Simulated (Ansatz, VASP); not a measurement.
## Sr: VASP beside Ansatz

Contents of POSCAR:

```
Sr
1.0
   -2.4282304172      2.4282304172      2.4282304172
    2.4282304172     -2.4282304172      2.4282304172
    2.4282304172      2.4282304172     -2.4282304172
Sr
1
Direct
    0.0000000000      0.0000000000      0.0000000000
```

The input INCAR.step1:

```
SYSTEM = Sr
PREC     = Accurate       ! precision mode
ENCUT    = 520            ! plane-wave cutoff, eV
ISMEAR   = 0              ! smearing method
SIGMA    = 0.1            ! smearing width, eV
LREAL    = .False.        ! projectors in reciprocal space
LASPH    = .True.         ! aspherical terms in the spheres
NELM     = 100            ! most SCF steps
NBANDS   = 11             ! bands
GGA      = PE             ! functional
ALGO     = Normal         ! electronic algorithm
EDIFF    = 1E-4           ! SCF threshold, eV
LWAVE    = .True.         ! write WAVECAR
LCHARG   = .False.        ! write CHGCAR
```

Contents of INCAR.step2:

```
SYSTEM = Sr
PREC     = Accurate       ! precision mode
ENCUT    = 520            ! plane-wave cutoff, eV
EDIFF    = 1E-6           ! SCF threshold, eV
ISMEAR   = 0              ! smearing method
SIGMA    = 0.1            ! smearing width, eV
LREAL    = .False.        ! projectors in reciprocal space
LASPH    = .True.         ! aspherical terms in the spheres
NELM     = 100            ! most SCF steps
ALGO     = Normal         ! electronic algorithm
ISIF     = 2              ! what is computed and relaxed
LWAVE    = .False.        ! write WAVECAR
LCHARG   = .False.        ! write CHGCAR
METAGGA  = R2SCAN         ! meta-GGA
LMIXTAU  = .True.       
NBANDS   = 11             ! bands
ISTART   = 1
```

KPOINTS

```
regular mesh
0
Gamma
  12 12 12
  0 0 0
```

Input for Ansatz:

```yaml
crystal:
  lattice:
    - [-2.4282304172, 2.4282304172, 2.4282304172]
    - [2.4282304172, -2.4282304172, 2.4282304172]
    - [2.4282304172, 2.4282304172, -2.4282304172]
  atoms:
    - { symbol: Sr, position: [0.0, 0.0, 0.0] }
basis:
  ecutwfc: 500
kpoints:
  mp_grid: { grid: [12, 12, 12] }
hamiltonian:
  xc: r2scan
scf:
  occupations: { method: gaussian, width: 0.1 }
output:
  forces: true
  stress: true
  eigenvalues: true
```

Alike in both runs: task single point; functional r2SCAN; k mesh 12 × 12 × 12; occupations gaussian, width 0.1 eV; no spin polarisation.

```csv
,VASP,Ansatz
version,VASP 6.6.1,Ansatz 0.2.0
potentials or method,"VASP PAW PBE potentials, release 64 (Sr_sv), cutoff 520 eV","scalar-relativistic, plane waves, PAW"
valence electrons in the cell,10,10
```

```tsv
	VASP	Ansatz	Ansatz less VASP
gap on the k mesh at the Fermi level (eV)	none	none	-
pressure (GPa)	-0.3	-0.3	0.00
```

VASP's potentials were made for PBE, not for r2SCAN. A gap of «none» marks a metal or a gap that the smearing closes.
